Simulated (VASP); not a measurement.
Wanted: the native input for a VASP 6.6.1 run.

| Item | Value |
| --- | --- |
| Task | single point |
| Functional | PBE |
| Potentials or basis | VASP PAW PBE potentials, release 64 (Sr_sv, O) |
| Cutoff | 520 eV |
| k mesh | 8 × 8 × 8 |
| Occupations | fermi-dirac, width 0.02 eV |
| Spin | no spin polarisation |
| Dipole correction | no |
| Further INCAR settings | ALGO = Normal; EDIFF = 1e-06; NBANDS = 15 |

The structure of SrO lies in POSCAR:

```
SrO
1.0
    0.0000000000      2.5198962204      2.6725920000
    2.5198962204      0.0000000000      2.6725920000
    2.5198962204      2.5198962204      0.0000000000
Sr O
1 1
Direct
    0.0000000000      0.0000000000      0.0000000000
    0.5000000000      0.5000000000      0.5000000000
```

This cell differs from its parent crystal: z stretched by +4 % at fixed volume.

The input as run:

INCAR

```
SYSTEM = SrO
PREC = Accurate
ENCUT = 520
EDIFF = 1E-6
ISMEAR = -1
SIGMA = 0.02
LREAL = .False.
LASPH = .True.
NELM = 80
ALGO = Normal
ISIF = 2
LWAVE = .False.
LCHARG = .True.
GGA = PE
LELF = .True.
LVHAR = .True.
NBANDS = 15
```

KPOINTS

```
Automatic mesh
0
Gamma
  8 8 8
  0 0 0
```

Potentials or basis: VASP PAW PBE potentials, release 64 (Sr_sv, O).

Run with:

```bash
$ cat potpaw_PBE.64/Sr_sv/POTCAR potpaw_PBE.64/O/POTCAR > POTCAR
$ mpirun -np 1 vasp_std > vasp.out
```

It gave:

```yaml
Pressure: 4.2 GPa
Band_gap_on_the_k_mesh: 3.15 eV, indirect (least direct gap 3.21 eV)
```

Run time: 13 s on 1 thread of Intel(R) Xeon(R) 6975P-C (Granite Rapids), on a shared host, peak memory 0.17 GiB.
